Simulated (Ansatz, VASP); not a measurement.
One calculation of BeTe, two programs

```xyz
2
Lattice="0.0000 2.8286 2.8286 2.6937 0.0000 2.8286 2.6937 2.8286 0.0000" Properties=species:S:1:pos:R:3 pbc="T T T"
Be    0.0000    0.0000    0.0000
Te    1.3468    1.4143    1.4143
```

Change from the starting cell: uniaxial_x strain -4.8%.

Alike in both runs: task single point; functional HSE06; k mesh 6 × 6 × 6; no spin polarisation.

|  | VASP | Ansatz |
| --- | --- | --- |
| version | VASP 6.6.1 | Ansatz 0.2.0 |
| potentials or method | VASP PAW PBE potentials, release 64 (Be, Te) | plane waves, PAW |
| plane-wave cutoff (eV) | 520 | 420 |
| occupations | gaussian, width 0.01 eV | fixed |
| valence electrons in the cell | 8 | 18 |

Ansatz gave:

- gap on the k mesh at the Fermi level (eV): 2.17
- pressure (GPa): 2.3
- traceless stress, the component that is largest in VASP (GPa): 1.99

Estimate VASP's values.

gap on the k mesh at the Fermi level (eV): 2.15; pressure (GPa): 2.1; traceless stress, the component that is largest in VASP (GPa): 1.98.

VASP's potentials hold 8 valence electrons a cell and Ansatz's 18, so a difference there can come from the potentials and not from the codes. Ansatz's warnings: stress exchange threshold loose, stress scf threshold loose.

Spin-orbit coupling is off throughout.
